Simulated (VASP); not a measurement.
# Sn2H3Br (Fmm2) in VASP: a series of runs

The runs below take Sn2H3Br through single point, relaxation of cell and atoms, with PBE.

Everything below comes from runs of VASP 6.6.1. Logs are shortened: lines on timing, memory, paths and dates and some standing lists are left out, and cuts for length are marked.

## 1. The cell of the first run

Symmetry: Fmm2, No. 42, orthorhombic system. The conventional cell has a = 6.361 Å, b = 7.618 Å, c = 10.427 Å, α = 90.00°, β = 90.00°, γ = 90.00°. Sn (site symmetry 2) has 4 H at 2.04 to 2.48 Å within 2.7 Å. H (site symmetry mm2) has 4 Sn at 2.48 Å and 2 H at 2.76 Å and 1 Br at 3.15 Å within 3.3 Å. Within 2.8 Å of H (site symmetry m) lie 2 Sn at 2.04 Å and 2 H at 2.57 to 2.76 Å. Within 4.4 Å of Br (site symmetry mm2) lie 13 H at 3.15 to 4.33 Å and 8 Sn at 3.21 to 4.03 Å.

The cell was built from a structure type or drawn by symmetry, and may not be a known phase.

## 2. Single point, PBE

Input file INCAR:

```
PREC = Accurate ; ENCUT = 520
EDIFF = 1E-7 ; ISMEAR = 0
SIGMA = 0.15 ; LREAL = False
LASPH = True ; NELM = 60
ALGO = Normal ; ISIF = 2
LWAVE = False ; LCHARG = True
GGA = PE ; LELF = True
LVHAR = True ; NBANDS = 28
```

Input file KPOINTS:

```
Automatic mesh
0
Gamma
  3 3 3
```

Input file POSCAR:

```
Sn2H3Br
1.0
    0.0000000000      3.8089089475      5.2133674834
    3.1803423170      0.0000000000      5.2133674834
    3.1803423170      3.8089089475      0.0000000000
Sn H Br
2 3 1
Direct
    0.3298050932      0.3298050932      0.1701949068
    0.8298050932      0.8298050932      0.6701949068
    0.8312783774      0.8312783774      0.1687216226
    0.6065970204      0.2687345476      0.7312654524
    0.2687345476      0.6065970204      0.3934029796
    0.1337799981      0.1337799981      0.8662200019
```

Potentials or basis: VASP PAW PBE potentials, release 64 (Sn_d, H, Br).

Started as:

```sh
$ cat potpaw_PBE.64/Sn_d/POTCAR potpaw_PBE.64/H/POTCAR potpaw_PBE.64/Br/POTCAR > POTCAR
$ mpirun -np 1 vasp_std > vasp.out
```

OUTCAR:

```text
PREC = Accurate
   ENCUT = 520
   EDIFF = 1E-7
   ISMEAR = 0
   LREAL = False
   LASPH = True
   NELM = 60
   ISIF = 2
   GGA = PE

 ion  position               nearest neighbor table
   1  0.330  0.330  0.170-   4 2.04   5 2.04   2 3.18   2 3.18   6 3.21   6 3.21
   2  0.830  0.830  0.670-   4 2.04   5 2.04   1 3.18   1 3.18   6 3.21   6 3.21
   3  0.831  0.831  0.169-
   4  0.607  0.269  0.731-   1 2.04   2 2.04
   5  0.269  0.607  0.393-   1 2.04   2 2.04
   6  0.134  0.134  0.866-   2 3.21   2 3.21   1 3.21   1 3.21

  LATTYP: Found a face centered orthorhombic cell.
 ALAT       =     6.3606846340
 B/A-ratio  =     1.1976411870
 C/A-ratio  =     1.6392472771

  Lattice vectors:

 A1 = (   0.0000000000,   3.8089089475,   5.2133674834)
 A2 = (   3.1803423170,   0.0000000000,   5.2133674834)
 A3 = (   3.1803423170,   3.8089089475,   0.0000000000)

Analysis of symmetry for initial positions (statically):
=====================================================================
 Subroutine PRICEL returns:
 Original cell was already a primitive cell.

 Routine SETGRP: Setting up the symmetry group for a
 face centered orthorhombic supercell.

 Subroutine GETGRP returns: Found  4 space group operations
 (whereof  4 operations were pure point group operations)
 out of a pool of  8 trial point group operations.

The static configuration has the point symmetry C_2v.

Analysis of symmetry for dynamics (positions and initial velocities):
=====================================================================
 Subroutine PRICEL returns:
 Original cell was already a primitive cell.

 Routine SETGRP: Setting up the symmetry group for a
 face centered orthorhombic supercell.

 Subroutine GETGRP returns: Found  4 space group operations
 (whereof  4 operations were pure point group operations)
 out of a pool of  8 trial point group operations.

The dynamic configuration has the point symmetry C_2v.

 Subroutine INISYM returns: Found  4 space group operations
 (whereof  4 operations are pure point group operations),
 and found     1 'primitive' translations

----------------------------------------------------------------------------------------

                                     Primitive cell

  volume of cell :     126.3057

  direct lattice vectors                    reciprocal lattice vectors
     0.000000000  3.808908947  5.213367483    -0.157215781  0.131271187  0.095907300
     3.180342317  0.000000000  5.213367483     0.157215781 -0.131271187  0.095907300
     3.180342317  3.808908947  0.000000000     0.157215781  0.131271187 -0.095907300

  length of vectors
     6.456546127  6.106863169  4.962092767     0.226157327  0.226157327  0.226157327

  position of ions in fractional coordinates (direct lattice)
     0.329805093  0.329805093  0.170194907
     0.829805093  0.829805093  0.670194907
     0.831278377  0.831278377  0.168721623
     0.606597020  0.268734548  0.731265452
     0.268734548  0.606597020  0.393402980
     0.133779998  0.133779998  0.866220002

  ion indices of the primitive-cell ions
   primitive index   ion index
                 1           1
                 2           2
                 3           3
                 4           4
                 5           5
                 6           6

----------------------------------------------------------------------------------------

 KPOINTS: Automatic mesh

Automatic generation of k-mesh.
 Grid dimensions read from file:
 generate k-points for:    3    3    3

 Generating k-lattice:

  Cartesian coordinates                     Fractional coordinates (reciprocal lattice)
    -0.052405260  0.043757062  0.031969100     0.333333333 -0.000000000  0.000000000
     0.052405260 -0.043757062  0.031969100    -0.000000000  0.333333333  0.000000000
     0.052405260  0.043757062 -0.031969100     0.000000000  0.000000000  0.333333333

  Length of vectors
     0.075385776  0.075385776  0.075385776

  Shift w.r.t. Gamma in fractional coordinates (k-lattice)
     0.000000000  0.000000000  0.000000000

 Subroutine IBZKPT returns following result:
 ===========================================

 Found      8 irreducible k-points:

 Following reciprocal coordinates:
            Coordinates               Weight
  0.000000  0.000000  0.000000      1.000000
  0.333333  0.000000  0.000000      8.000000
  0.333333  0.333333  0.000000      2.000000
 -0.333333  0.333333  0.000000      4.000000
  0.333333  0.000000  0.333333      2.000000
 -0.333333  0.000000  0.333333      4.000000
  0.000000  0.333333  0.333333      2.000000
 -0.333333  0.333333  0.333333      4.000000
   k-points           NKPTS =      8   k-points in BZ     NKDIM =      8   number of bands    NBANDS=     28
   number of dos      NEDOS =    301   number of ions     NIONS =      6
   total plane-waves  NPLWV =  92160
   dimension x,y,z NGX =    48 NGY =   48 NGZ =   40
   dimension x,y,z NGXF=    96 NGYF=   96 NGZF=   80
   ions per type =               2   3   1
   NGX,Y,Z   is equivalent  to a cutoff of  12.36, 13.07, 13.40 a.u.
   NGXF,Y,Z  is equivalent  to a cutoff of  24.72, 26.13, 26.80 a.u.
 SYSTEM =  unknown system
   PREC   = accura    normal or accurate (medium, high low for compatibility)
   ISTART =      0    job   : 0-new  1-cont  2-samecut
   ICHARG =      2    charge: 1-file 2-atom 10-const
   ISPIN  =      1    spin polarized calculation?
   LNONCOLLINEAR =      F non collinear calculations
   LSORBIT =      F    spin-orbit coupling
   LASPH  =      T    aspherical Exc in radial PAW
   ENCUT  =  520.0 eV  38.22 Ry    6.18 a.u.  12.00 11.35  9.23*2*pi/ulx,y,z
   NELM   =     60;   NELMIN=  2; NELMDL= -5     # of ELM steps
   EDIFF  = 0.1E-06   stopping-criterion for ELM
   LREAL  =      F    real-space projection
   EDIFFG = 0.1E-05   stopping-criterion for IOM
   NSW    =      0    number of steps for IOM
   IBRION =     -1    ionic relax: 0-MD 1-quasi-New 2-CG
   NFREE  =      0    steps in history (QN), initial steepest desc. (CG)
   ISIF   =      2    stress and relaxation
   ISYM   =      2    0-nonsym 1-usesym 2-fastsym
   POTIM  = 0.5000    time-step for ionic-motion
   TEBEG  =    0.0;   TEEND  =   0.0 temperature during run
   PSTRESS=    0.0 pullay stress
   NELECT =      38.0000    total number of electrons
   NUPDOWN=      -1.0000    fix difference up-down
   EMIN   =  10.00;   EMAX   =-10.00  energy-range for DOS
   EFERMI =   0.00;   METHOD = LEGACY
   ISMEAR =     0;   SIGMA  =   0.15  broadening in eV -4-tet -1-fermi 0-gaus
   EFERMI_NEDOS =   21; number of points for ismear=-14 and -15
   IALGO  =     38    algorithm
   IMIX   =      4    mixing-type and parameters
     AMIX     =   0.40;   BMIX     =  1.00
     AMIX_MAG =   1.60;   BMIX_MAG =  1.00
  volume/ion in A,a.u.               =      21.05       142.06
  Fermi-wavevector in a.u.,A,eV,Ry     =   1.096971  2.072974 16.372504  1.203345
  Thomas-Fermi vector in A             =   2.233323
   LORBIT       =      0    0 simple, 1 ext, 2 COOP (PROOUT), +10 PAW based schemes
   GGA     = PE    functional components
   LHFCALC =     F    Hartree Fock is set to
   AEXX    =    0.0000 exact exchange contribution
   IVDW    =     0    specifies the selected vdW correction
   LEPSILON=     F    determine dielectric tensor
   LRPA    =     F    only Hartree local field effects (RPA)
 non-spin polarized calculation
 Gauss-broadening in eV      SIGMA  =   0.15
  energy-cutoff  :      520.00
  volume of cell :      126.31
 maximum number of plane-waves:      3422
   NGX = 23   NGY = 23   NGZ = 19

 number of electron      38.0000006 magnetization

 Free energy of the ion-electron system (eV)
  ---------------------------------------------------
  ext. energy  EPLUGINS =         0.00000000
  ---------------------------------------------------
  free energy    TOTEN  =       -17.73057021 eV

  energy without entropy =      -17.72927218  energy(sigma->0) =      -17.72992119

 E-fermi :   3.0770     XC(G=0):  -8.2300

 val. band max:        2.8796888197   @ k =   0.0000   0.0000   0.0000
 cond. band min:       3.3452000083   @ k =  -0.3333   0.3333   0.0000
 fundamental gap:      0.4655111886
 Fermi energy:         3.0770065806

 k-point     1 :       0.0000    0.0000    0.0000
  band No.  band energies     occupation
      1     -18.8569      2.00000
      2     -18.7764      2.00000
      3     -18.7462      2.00000
      4     -18.7433      2.00000
      5     -18.7325      2.00000
      6     -18.7304      2.00000
[... 20 lines left out ...]
     27       8.9405      0.00000
     28      11.5792      0.00000

 k-point     2 :       0.3333    0.0000    0.0000
  band No.  band energies     occupation
      1     -18.7969      2.00000
      2     -18.7474      2.00000
      3     -18.7327      2.00000
      4     -18.7316      2.00000
      5     -18.7298      2.00000
      6     -18.7265      2.00000
[... 20 lines left out ...]
     27      10.0051      0.00000
     28      10.8271      0.00000

 k-point     3 :       0.3333    0.3333    0.0000
  band No.  band energies     occupation
      1     -18.8569      2.00000
      2     -18.7764      2.00000
      3     -18.7458      2.00000
      4     -18.7427      2.00000
      5     -18.7323      2.00000
      6     -18.7305      2.00000
[... 20 lines left out ...]
     27       9.5582      0.00000
     28      10.5379      0.00000

 k-point     4 :      -0.3333    0.3333    0.0000
  band No.  band energies     occupation
      1     -18.7968      2.00000
      2     -18.7473      2.00000
      3     -18.7324      2.00000
      4     -18.7318      2.00000
      5     -18.7299      2.00000
      6     -18.7260      2.00000
[... 20 lines left out ...]
     27      10.0741      0.00000
     28      10.9187      0.00000

 k-point     5 :       0.3333    0.0000    0.3333
  band No.  band energies     occupation
      1     -18.8434      2.00000
      2     -18.7592      2.00000
      3     -18.7490      2.00000
      4     -18.7410      2.00000
      5     -18.7408      2.00000
      6     -18.7243      2.00000
[... 20 lines left out ...]
     27       9.7212      0.00000
     28      11.4743      0.00000

 k-point     6 :      -0.3333    0.0000    0.3333
  band No.  band energies     occupation
      1     -18.7783      2.00000
      2     -18.7581      2.00000
      3     -18.7418      2.00000
      4     -18.7331      2.00000
      5     -18.7240      2.00000
      6     -18.7230      2.00000
[... 20 lines left out ...]
     27      10.3350      0.00000
     28      10.9180      0.00000

 k-point     7 :       0.0000    0.3333    0.3333
  band No.  band energies     occupation
      1     -18.7782      2.00000
      2     -18.7583      2.00000
      3     -18.7424      2.00000
      4     -18.7330      2.00000
      5     -18.7235      2.00000
      6     -18.7228      2.00000
[... 20 lines left out ...]
     27       9.2900      0.00000
     28      11.3392      0.00000

 k-point     8 :      -0.3333    0.3333    0.3333
  band No.  band energies     occupation
      1     -18.8434      2.00000
      2     -18.7592      2.00000
      3     -18.7484      2.00000
      4     -18.7415      2.00000
      5     -18.7411      2.00000
      6     -18.7237      2.00000
[... 20 lines left out ...]
     27       9.9670      0.00000
     28      10.9006      0.00000

------------------------ aborting loop because EDIFF is reached ----------------------------------------

  FORCE on cell =-STRESS in cart. coord.  units (eV):
  Direction    XX          YY          ZZ          XY          YZ          ZX
  --------------------------------------------------------------------------------------
  -------------------------------------------------------------------------------------
  Total        0.0125281     -0.0784246      0.0931645      0.0000000      0.0000000      0.0000000
  in kB        0.1589178     -0.9948101      1.1817844      0.0000000      0.0000000      0.0000000
  external PRESSURE =       0.1152974 kB  Pullay stress =       0.0000000 kB

 VOLUME and BASIS-vectors are now :
 -----------------------------------------------------------------------------
  energy-cutoff  :      520.00
  volume of cell :      126.31
      direct lattice vectors                 reciprocal lattice vectors
     0.000000000  3.808908947  5.213367483    -0.157215781  0.131271187  0.095907300
     3.180342317  0.000000000  5.213367483     0.157215781 -0.131271187  0.095907300
     3.180342317  3.808908947  0.000000000     0.157215781  0.131271187 -0.095907300

 POSITION                                       TOTAL-FORCE (eV/Angst)
 -----------------------------------------------------------------------------------
      1.59017      1.90445      3.43879        -0.000000      0.000000     -0.005389
      4.77051      5.71336      8.65216         0.000000      0.000000     -0.005389
      3.18034      3.80891      8.66752         0.000000      0.000000     -0.008976
      3.18034      5.09580      4.56343         0.000000      0.003720     -0.003317
      3.18034      2.52202      4.56343         0.000000     -0.003720     -0.003317
      3.18034      3.80891      1.39489         0.000000      0.000000      0.026387
 -----------------------------------------------------------------------------------
    total drift:                                0.000021      0.000004     -0.000198

  FREE ENERGIE OF THE ION-ELECTRON SYSTEM (eV)
  ---------------------------------------------------
  free  energy   TOTEN  =       -17.7305702106 eV

  energy  without entropy=      -17.7292721753  energy(sigma->0) =      -17.72992119
```

It took 46 s on 1 thread of Intel Xeon Platinum 8259CL at 2.50GHz (Skylake/Cascade Lake), shared host; peak memory 0.29 GiB.

Results:

```yaml
Free_energy: -17.7306 eV
Pressure: 0.0 GPa
Largest_force: 0.026 eV/Å
Band_gap_on_the_k_mesh: 0.47 eV (least direct gap 0.65 eV)
```

Forces in eV/Å, atoms in the order of the input:
```
Sn   0.000  0.000 -0.005
Sn   0.000  0.000 -0.005
H    0.000  0.000 -0.009
H    0.000  0.004 -0.003
H    0.000 -0.004 -0.003
Br   0.000  0.000  0.026
```

Stress tensor (GPa, compression positive):
```
 0.02  0.00  0.00
 0.00 -0.10  0.00
 0.00  0.00  0.12
```

Caveat: the k points lie up to 0.47 Å⁻¹ apart; spin-orbit coupling is left out, which moves the levels of the heavy elements; an odd mesh through Γ misses points on the zone boundary, where band edges can lie.

[end of part 1 of 2]
